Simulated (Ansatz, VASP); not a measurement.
## Two plane-wave programs on Co3O4

```
CELL_PARAMETERS angstrom
0.00000 4.03250 4.03250
4.03250 0.00000 4.03250
4.03250 4.03250 0.00000
ATOMIC_POSITIONS crystal
Co 0.62500 0.62500 0.62500
Co 0.12500 0.62500 0.62500
Co 0.62500 0.62500 0.12500
Co 0.62500 0.12500 0.62500
Co 0.00000 0.00000 0.00000
Co 0.25000 0.25000 0.25000
O 0.38800 0.38800 0.38800
O 0.41400 0.86200 0.86200
O 0.38800 0.38800 0.83600
O 0.86200 0.41400 0.86200
O 0.83600 0.38800 0.38800
O 0.86200 0.86200 0.86200
O 0.38800 0.83600 0.38800
O 0.86200 0.86200 0.41400
```

Alike in both runs: task single point; functional r2SCAN; k mesh 6 × 6 × 6; occupations fermi-dirac, width 0.05 eV; no spin polarisation.

|  | VASP | Ansatz |
| --- | --- | --- |
| version | VASP 6.6.1 | Ansatz 0.2.0 |
| potentials or method | VASP PAW PBE potentials, release 64 (Co, O), cutoff 520 eV | PAW plane waves |
| valence electrons in the cell | 102 | 150 |

|  | VASP | Ansatz | Ansatz less VASP |
| --- | --- | --- | --- |
| pressure (GPa) | -6.9 | -7.9 | -0.98 |
| rms of the force components (eV/Å) | 0.268 | 0.211 | -0.0566 |

VASP's potentials were made for PBE, not for r2SCAN. Atom by atom the forces differ by 0.057 eV/Å (rms over components). VASP's potentials hold 102 valence electrons a cell and Ansatz's 150, so a difference there can come from the potentials and not from the codes.
